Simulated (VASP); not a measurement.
Write the native input for VASP 6.6.1 that does the following.

* Task: single point
* Functional: PBE
* Potentials or basis: VASP PAW PBE potentials, release 64 (Li_sv, F)
* Cutoff: 520 eV
* k mesh: 6 × 6 × 6
* Occupations: gaussian, width 0.02 eV
* Spin: no spin polarisation
* Dipole correction: no
* k mesh for the DOS: 9 × 9 × 9
* Occupations for the DOS: tetrahedron
* Further INCAR settings: ALGO = Normal; EDIFF = 1e-06; NBANDS = 36

The system is LiF.

```xyz
10
Lattice="-2.9712 2.9712 3.8969 2.9712 -2.9712 3.8969 2.9712 2.9712 -3.8969" Properties=species:S:1:pos:R:3 pbc="T T T"
Li    0.8093   -0.8093    2.4163
Li    2.1619    2.1619    1.4806
Li    0.0000    0.0000    0.0000
Li    0.8093    0.8093    5.3775
Li   -0.8093    0.8093    2.4163
F     0.8972    0.8972    1.4044
F    -0.8972    0.8972    6.3893
F     0.8972   -0.8972    6.3893
F     2.0740    2.0740   -2.4925
F     0.0000    0.0000    3.8969
```

One way to write it, as run:

POSCAR

```
LiF
1.0
   -2.9712422000      2.9712422000      3.8968642000
    2.9712422000     -2.9712422000      3.8968642000
    2.9712422000      2.9712422000     -3.8968642000
Li F
5 5
Direct
    0.1738320000      0.4462190000      0.0000000000
    0.5537810000      0.5537810000      0.7276130000
    0.0000000000      0.0000000000      0.0000000000
    0.8261680000      0.8261680000      0.2723870000
    0.4462190000      0.1738320000      0.0000000000
    0.3311770000      0.3311770000      0.3019620000
    0.9707850000      0.6688230000      0.0000000000
    0.6688230000      0.9707850000      0.0000000000
    0.0292150000      0.0292150000      0.6980380000
    0.5000000000      0.5000000000      0.0000000000
```

INCAR.step1

```
SYSTEM = LiF
PREC = Accurate ; ENCUT = 520
EDIFF = 1E-6 ; ISMEAR = 0
SIGMA = 0.02 ; LREAL = .FALSE.
LASPH = .TRUE. ; NELM = 80
ALGO = Normal ; ISIF = 2
LWAVE = .FALSE. ; LCHARG = .TRUE.
GGA = PE ; NBANDS = 36
```

KPOINTS.step1

```
Automatic mesh
0
G
  6 6 6
  0 0 0
```

INCAR.step2

```
SYSTEM = LiF
PREC = Accurate ; ENCUT = 520
EDIFF = 1E-6 ; ISMEAR = -5
SIGMA = 0.02 ; LREAL = .FALSE.
LASPH = .TRUE. ; NELM = 80
ALGO = Normal ; ISIF = 2
LWAVE = .FALSE. ; LCHARG = .FALSE.
GGA = PE ; LORBIT = 11
NBANDS = 36 ; NEDOS = 2001
ICHARG = 11
```

KPOINTS.step2

```
Automatic mesh
0
G
  9 9 9
  0 0 0
```

Potentials or basis: VASP PAW PBE potentials, release 64 (Li_sv, F).

Launch:

```console
$ cat potpaw_PBE.64/Li_sv/POTCAR potpaw_PBE.64/F/POTCAR > POTCAR
$ cp INCAR.step1 INCAR
$ cp KPOINTS.step1 KPOINTS
$ mpirun -np 1 vasp_std > vasp.out
$ cp INCAR.step2 INCAR
$ cp KPOINTS.step2 KPOINTS
$ mpirun -np 1 vasp_std > vasp.out
```

Results of the run:

The valence electrons inside the program's atomic spheres are Li 2.08; F 6.13, 6.14 (each value once).

Run time: 3.9 min on 1 thread of Intel(R) Xeon(R) 6975P-C (Granite Rapids) (shared host), peak memory 0.45 GiB.
